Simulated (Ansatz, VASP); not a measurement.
**ZnS in VASP and in Ansatz**

The input INCAR:

```
  PREC = Accurate
  ENCUT = 520
  EDIFF = 1E-6
  ISMEAR = 0
  SIGMA = 0.01
  LREAL = F
  LASPH = T
  NELM = 80
  ALGO = Normal
  ISIF = 2
  LWAVE = F
  LCHARG = F
  GGA = PS
  NBANDS = 26
```

File KPOINTS:

```
Automatic mesh
0
Gamma
  6 6 2
```

POSCAR

```
ZnS
1.0
    3.8110000000      0.0000000000      0.0000000000
   -1.9055000000      3.3004200000      0.0000000000
    0.0000000000      0.0000000000      6.2340000000
Zn S
2 2
Direct
    0.3284000000      0.6450400000      0.9948116426
    0.6863200000      0.3269600000      0.5040000000
    0.3363300000      0.7101100000      0.3884900000
    0.6780800000      0.3268100000      0.8820700000
```

Input for Ansatz:

```yaml
crystal:
  lattice:
    - [3.811, 0.0, 0.0]
    - [-1.9055, 3.30042, 0.0]
    - [0.0, 0.0, 6.234]
  atoms:
    - { symbol: Zn, position: [0.3284, 0.64504, 0.9948116426050689] }
    - { symbol: Zn, position: [0.68632, 0.32696, 0.504] }
    - { symbol: S, position: [0.33633, 0.71011, 0.38849] }
    - { symbol: S, position: [0.67808, 0.32681, 0.88207] }
basis:
  ecutwfc: 540.0
  xc_grid: 2
kpoints:
  mp_grid:
    grid: [6, 6, 2]
hamiltonian:
  xc: pbesol
scf:
  convergence:
    dr2_threshold: 1.0e-09
  occupations:
    method: fixed
output:
  forces: true
  stress: true
```

Alike in both runs: task single point; functional PBEsol; k mesh 6 × 6 × 2; no spin polarisation.

|  | VASP | Ansatz |
| --- | --- | --- |
| version | VASP 6.6.1 | Ansatz 0.2.0 |
| potentials or method | VASP PAW PBE potentials, release 64 (Zn, S), cutoff 520 eV | plane waves, PAW |
| occupations | gaussian, width 0.01 eV | fixed |
| valence electrons in the cell | 36 | 36 |

|  | VASP | Ansatz | Ansatz less VASP |
| --- | --- | --- | --- |
| pressure (GPa) | 0.0 | -0.2 | -0.21 |
| traceless stress, the component that is largest in VASP (GPa) | 2.74 | 2.72 | -0.023 |
| rms of the force components (eV/Å) | 0.659 | 0.656 | -0.0032 |

VASP's potentials were made for PBE, not for PBEsol. Atom by atom the forces differ by 0.004 eV/Å (rms over components). Ansatz's warnings: stress scf threshold loose.

The k mesh is coarse, so the values compare programs but aren't converged.
